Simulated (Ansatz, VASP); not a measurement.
# One calculation of ZrS, two programs

File INCAR:

```
  ALGO = Normal
  EDIFF = 1E-7
  ENCUT = 520
  GGA = PS
  ISIF = 2
  ISMEAR = 0
  LASPH = T
  LCHARG = F
  LREAL = F
  LWAVE = F
  NBANDS = 16
  NELM = 100
  PREC = Accurate
  SIGMA = 0.15
```

File KPOINTS:

```
k-points
0
Gamma
  16 16 16
```

File POSCAR:

```
ZrS
1.0
    0.0000000000      2.8350000000      2.7300000000
    2.8350000000      0.0000000000      2.7300000000
    2.8350000000      2.8350000000      0.0000000000
Zr S
1 1
Direct
    0.0000000000      0.0000000000      0.0000000000
    0.5000000000      0.5000000000      0.5000000000
```

Input for Ansatz:

```yaml
crystal:
  lattice:
    - [0.0, 2.835, 2.73]
    - [2.835, 0.0, 2.73]
    - [2.835, 2.835, 0.0]
  atoms:
    - { symbol: Zr, position: [0.0, 0.0, 0.0] }
    - { symbol: S, position: [0.5, 0.5, 0.5] }
basis:
  ecutwfc: 420
kpoints:
  mp_grid: { grid: [16, 16, 16] }
hamiltonian:
  xc: pbesol
scf:
  occupations: { method: gaussian, width: 0.15 }
output:
  forces: true
  stress: true
  eigenvalues: true
```

Change from the starting cell: strain +0.080 along x and y, +0.040 along z, atoms carried along.

Alike in both runs: task single point; functional PBEsol; k mesh 16 × 16 × 16; occupations gaussian, width 0.15 eV; no spin polarisation.

|  | VASP | Ansatz |
| --- | --- | --- |
| version | VASP 6.6.1 | Ansatz 0.2.0 |
| potentials or method | VASP PAW PBE potentials, release 64 (Zr_sv, S), cutoff 520 eV | scalar-relativistic, plane waves, PAW |
| valence electrons in the cell | 18 | 18 |

|  | VASP | Ansatz | Ansatz less VASP |
| --- | --- | --- | --- |
| gap on the k mesh at the Fermi level (eV) | none | none | - |
| pressure (GPa) | -20.3 | -20.3 | -0.10 |
| traceless stress, the component that is largest in VASP (GPa) | 1.57 | 1.53 | -0.035 |

VASP's potentials were made for PBE, not for PBEsol. A gap of «none» marks a metal or a gap that the smearing closes.
